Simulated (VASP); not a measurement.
Input of a VASP 6.6.1 run:

The input INCAR:

```
PREC = Accurate
ENCUT = 600
EDIFF = 1E-7
ISMEAR = 0
SIGMA = 0.02
LREAL = F
LASPH = T
NELM = 80
ALGO = Normal
ISIF = 3
LWAVE = F
LCHARG = F
GGA = PS
IBRION = 2
NSW = 100
EDIFFG = -0.005
```

Contents of KPOINTS:

```
regular mesh
0
Gamma
  8 8 8
```

File POSCAR:

```
SrTiO3
1.0
    3.9052800000      0.0000000000      0.0000000000
    0.0000000000      3.9052800000      0.0000000000
    0.0000000000      0.0000000000      3.9052800000
Sr Ti O
1 1 3
Direct
    0.5000000000      0.5000000000      0.5000000000
    0.0000000000      0.0000000000      0.0000000000
    0.5000000000      0.0000000000      0.0000000000
    0.0000000000      0.5000000000      0.0000000000
    0.0000000000      0.0000000000      0.5000000000
```

Potentials or basis: VASP PAW PBE potentials, release 64 (Sr_sv, Ti_sv, O).

Command:

```sh
$ cat potpaw_PBE.64/Sr_sv/POTCAR potpaw_PBE.64/Ti_sv/POTCAR potpaw_PBE.64/O/POTCAR > POTCAR
$ mpirun -np 1 vasp_std > vasp.out
```

Estimate the relaxed volume.

11.82 Å³/atom.

Predict the space group after relaxing (to 0.1 Å).

Pm-3m (No. 221).

What does it give for the relaxed cell?

a = 3.895 Å, b = 3.895 Å, c = 3.895 Å, α = 90.00°, β = 90.00°, γ = 90.00°.

Predict the band gap on the k mesh.

1.82 eV (least direct gap 2.17 eV).

Final structure:
```
CELL_PARAMETERS angstrom
3.89468 0.00000 0.00000
0.00000 3.89468 0.00000
0.00000 0.00000 3.89468
ATOMIC_POSITIONS crystal
Sr 0.50000 0.50000 0.50000
Ti 0.00000 0.00000 0.00000
O 0.50000 0.00000 0.00000
O 0.00000 0.50000 0.00000
O 0.00000 0.00000 0.50000
```

Caveat: the PAW data sets were made with another functional, which shifts forces and pressure a little. A k mesh can miss the band edges.
